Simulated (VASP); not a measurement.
A run of VASP 6.6.1:

Contents of INCAR:

```
PREC = Accurate ; ENCUT = 520
EDIFF = 1E-6 ; ISMEAR = 0
SIGMA = 0.02 ; LREAL = False
LASPH = True ; NELM = 100
ALGO = Normal ; ISIF = 2
LWAVE = False ; LCHARG = False
GGA = PS ; NBANDS = 35
```

File KPOINTS:

```
Automatic mesh
0
Gamma
  6 6 8
```

The input POSCAR:

```
SnO2
1.0
    4.8163442330      0.0000000000      0.0000000000
    0.0000000000      4.8177664639      0.0000000000
    0.0000000000      0.0000000000      3.0834999817
Sn O
2 4
Direct
    0.5000000000      0.5000000000      0.5000000000
    0.0000000000      0.0000000000      0.0000000000
    0.3055012028      0.3055766226      0.0000000000
    0.8055012028      0.1944233774      0.5000000000
    0.1944987972      0.8055766226      0.5000000000
    0.6944987972      0.6944233774      0.0000000000
```

Potentials or basis: VASP PAW PBE potentials, release 64 (Sn_d, O).

Launch:

```bash
$ cat potpaw_PBE.64/Sn_d/POTCAR potpaw_PBE.64/O/POTCAR > POTCAR
$ mpirun -np 1 vasp_std > vasp.out
```

Hardware: 1 thread of Intel Xeon 8259CL, with other jobs on the host.

**Question.** How long does it take, and how much memory?

**Answer.** It took 3.8 min on 1 thread of Intel Xeon 8259CL, with other jobs on the host, peak memory 0.28 GiB. Counts: scf iterations 14, k points 80.
